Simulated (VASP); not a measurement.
Runs of VASP 6.6.1 on Cu. The structure is that of space group Im-3m (No. 229), or close to it. The cells are those of the table. This isn't the form of Cu at room conditions, which is fcc.

```tsv
cell	gap on the mesh (eV)	pressure (GPa)
a = 2.340 Å, angles 109.2, 109.2, 110.1°, 1 atom	none	26.4
a = 2.342 Å, angles 108.2, 108.2, 112.1°, 1 atom	none	(b)
a = 2.331 Å, angles 108.8, 108.8, 110.7°, 1 atom	none	29.4
a = 2.312 Å, angles 108.2, 108.2, 112.1°, 1 atom	none	38.8
a = 2.350 Å, angles 109.5, 109.5, 109.4°, 1 atom	none	21.8
a = 2.333 Å, angles 107.8, 107.8, 112.8°, 1 atom	none	29.4
a = 2.354 Å, angles 107.5, 107.5, 113.5°, 1 atom	none	21.7
a = 2.351 Å, angles 108.5, 108.5, 111.4°, 1 atom	none	(a)
a = 2.321 Å, angles 108.5, 108.5, 111.4°, 1 atom	none	33.6
a = 2.302 Å, angles 107.8, 107.8, 112.8°, 1 atom	none	43.0
a = 2.323 Å, angles 107.5, 107.5, 113.5°, 1 atom	none	(c)
a = 2.545 Å, angles 107.8, 107.8, 112.8°, 1 atom	none	-18.0
```

Alike in all rows: task single point; level LDA; potentials or basis VASP PAW LDA potentials, release 64 (Cu); no spin polarisation; k mesh 22 × 22 × 22; cutoff (eV) 520; smearing gaussian 0.15 eV.

**Question.** Estimate the missing entries.

**Answer.** (a) 21.5; (b) 26.2; (c) 34.5.

Caveats: the cell stands under pressure (at least some runs); the cell stands under tension (at least some runs).

A gap of «none» marks levels without a gap at the run's occupations.
